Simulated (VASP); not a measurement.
Set up this calculation in VASP 6.6.1, as the native input.

- Task: single point
- Functional: PBE
- Potentials or basis: VASP PAW PBE potentials, release 64 (Mg, O)
- Cutoff: 520 eV
- k mesh: 10 × 10 × 10
- Occupations: fermi-dirac, width 0.02 eV
- Spin: no spin polarisation
- Dipole correction: no
- Further INCAR settings: ALGO = Normal; EDIFF = 1e-06; NBANDS = 11

The structure of MgO lies in POSCAR:

```
MgO
1.0
    0.0000000000      2.1021674158      2.1021674158
    2.1021674158      0.0000000000      2.1021674158
    2.1021674158      2.1021674158      0.0000000000
Mg O
1 1
Direct
    0.0000000000      0.0000000000      0.0000000000
    0.5000000000      0.5000000000      0.5000000000
```

These files were run (other wordings do the same):

INCAR

```
SYSTEM = MgO
PREC = Accurate
ENCUT = 520
EDIFF = 1E-6
ISMEAR = -1
SIGMA = 0.02
LREAL = .False.
LASPH = .True.
NELM = 100
ALGO = Normal
ISIF = 2
LWAVE = .False.
LCHARG = .False.
GGA = PE
NBANDS = 11
```

KPOINTS

```
regular mesh
0
Gamma
  10 10 10
  0 0 0
```

Potentials or basis: VASP PAW PBE potentials, release 64 (Mg, O).

Run with:

```sh
$ cat potpaw_PBE.64/Mg/POTCAR potpaw_PBE.64/O/POTCAR > POTCAR
$ mpirun -np 1 vasp_std > vasp.out
```

It gave:

The pressure is 4.9 GPa and the band gap on the k mesh is 4.78 eV, direct.

Run time: 3.9 s on 1 thread of Intel(R) Xeon(R) 6975P-C (Granite Rapids), with other jobs on the host, peak memory 0.14 GiB.
